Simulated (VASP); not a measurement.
Write the native input for VASP 6.6.1 that does the following.

```yaml
Task: single point
Functional: PBE
Potentials_or_basis: VASP PAW PBE potentials, release 64 (Eu, O)
Cutoff: 600 eV
k_mesh: 6 × 6 × 6
Occupations: fermi-dirac, width 0.1 eV
Spin: collinear spin, ferromagnetic start
Starting_moments: "[4.9, 0.0] μB"
Hubbard_terms: Eu f U = 3.0 eV
Dipole_correction: no
Further_INCAR_settings: ALGO = Normal; EDIFF = 1e-06; NBANDS = 22
```

The structure of EuO lies in POSCAR:

```
EuO
1.0
    0.0000000000      2.5719500000      2.5719500000
    2.5719500000      0.0000000000      2.5719500000
    2.5719500000      2.5719500000      0.0000000000
Eu O
1 1
Direct
    0.0000000000      0.0000000000      0.0000000000
    0.5000000000      0.5000000000      0.5000000000
```

These files were run (other wordings do the same):

INCAR

```
ALGO     = Normal         # electronic algorithm
EDIFF    = 1E-6           # SCF threshold, eV
ENCUT    = 600            # plane-wave cutoff, eV
GGA      = PE             # functional
GGA_COMPAT= F            
ISIF     = 2              # what is computed and relaxed
ISMEAR   = -1             # smearing method
ISPIN    = 2              # spin polarisation
LASPH    = T              # aspherical terms in the spheres
LCHARG   = F              # write CHGCAR
LDAU     = T              # DFT+U
LDAUJ    = 0 0          
LDAUL    = 3 -1           # shell
LDAUPRINT= 1            
LDAUTYPE = 2            
LDAUU    = 3 0            # U, eV
LMAXMIX  = 6              # l up to which the mixer works
LORBIT   = 11             # projections on sites
LREAL    = F              # projectors in reciprocal space
LWAVE    = F              # write WAVECAR
MAGMOM   = 4.9 0          # initial moments
NBANDS   = 22             # bands
NELM     = 200            # most SCF steps
PREC     = Accurate       # precision mode
SIGMA    = 0.1            # smearing width, eV
```

KPOINTS

```
k-points
0
Gamma
  6 6 6
```

Potentials or basis: VASP PAW PBE potentials, release 64 (Eu, O).

The run is started by

```sh
$ cat potpaw_PBE.64/Eu/POTCAR potpaw_PBE.64/O/POTCAR > POTCAR
$ mpirun -np 1 vasp_std > vasp.out
```

Results of the run:

```
Pressure                                              : -1.5 GPa
Band gap on the k mesh                                : zero (filled and empty bands overlap)
Net moment                                            : 6.99 μB per cell
Site moments                                          : Eu +6.66; O -0.10 μB
Valence electrons inside the program's atomic spheres : Eu 14.88; O 4.95
```

Caveat: spin-orbit coupling is left out, which moves the levels of the heavy elements; a cell with one magnetic atom can't hold antiferromagnetic order, which such compounds often take.

Run time: 36 s on 1 thread of Intel(R) Xeon(R) Platinum 8488C (Sapphire Rapids), with other jobs on the host, peak memory 0.21 GiB.
